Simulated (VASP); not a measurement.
Runs of VASP 6.6.1 on Y. The structure is that of space group Im-3m (No. 229), or close to it. The cells are those of the table. 

| cell | k mesh | gap on the mesh (eV) | pressure (GPa) |
| --- | --- | --- | --- |
| a = 3.534 Å, angles 109.5°, 1 atom | 13 × 13 × 13 | none | -2.9 |
| a = 3.445 Å, angles 109.5°, 1 atom | 11 × 11 × 11 | none | (b) |
| a = 3.490 Å, angles 109.5°, 1 atom | 13 × 13 × 13 | none | -1.6 |
| a = 3.301 Å, angles 109.5°, 1 atom | 13 × 13 × 13 | none | 6.0 |
| a = 3.398 Å, angles 109.5°, 1 atom | 13 × 13 × 13 | none | (a) |

Alike in all rows: task single point; level PBEsol; potentials or basis VASP PAW PBE potentials, release 64 (Y_sv); no spin polarisation; cutoff (eV) 520; smearing fermi-dirac 0.1 eV.

**Question.** Fill in the values left out.

**Answer.** (a) 1.6; (b) -0.1.

Caveats: the PAW data sets were made with another functional, which shifts forces and pressure a little.

A k mesh can miss the band edges, and the runs leave out spin-orbit coupling on Y.

A gap of «none» marks levels without a gap at the run's occupations.
